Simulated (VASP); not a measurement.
PbO:

```
Pb O
1.0
     3.46024    0.00000    0.00000
     0.00000    3.46024    0.00000
     0.00000    0.00000    3.46024
Pb O
1 1
Direct
  0.50000 0.50000 0.50000
  0.00000 0.00000 0.00000
```

```yaml
Program: VASP 6.6.1
Task: relaxation of cell and atoms
Functional: PBE
Potentials_or_basis: VASP PAW PBE potentials, release 64 (Pb_d, O)
Cutoff: 600 eV
k_mesh: 6 × 6 × 6
Occupations: gaussian, width 0.1 eV
Spin: no spin polarisation
```

At the start: pressure -12.3 GPa; volume 20.72 Å³/atom.

Problem. How do energy, volume and symmetry change on relaxing?

Solution. Over 3 steps the energy falls by 196.8 meV/atom and the volume is 16.58 Å³/atom (-20.0 %); space group Pm-3m (No. 221, to 0.05 Å).

The path:
```csv
step,energy change (eV),largest force (eV/Å),pressure (GPa),volume (Å³)
1,0.0000,0.0000,-12.29,41.43
2,-0.3909,0.0000,1.63,32.62
3,-0.3937,0.0000,0.03,33.15
```

Final structure:
```cif
data_structure
_symmetry_space_group_name_H-M 'P 1'
_symmetry_Int_Tables_number 1
_cell_length_a 3.2124
_cell_length_b 3.2124
_cell_length_c 3.2124
_cell_angle_alpha 90.000
_cell_angle_beta 90.000
_cell_angle_gamma 90.000
_cell_volume 33.15
loop_
_atom_site_label
_atom_site_type_symbol
_atom_site_fract_x
_atom_site_fract_y
_atom_site_fract_z
_atom_site_occupancy
Pb1 Pb 0.50000 0.50000 0.50000 1
O1 O 0.00000 0.00000 0.00000 1
```

Caveat: the volume moved by over 15 % at a fixed basis, so the end points are rough.
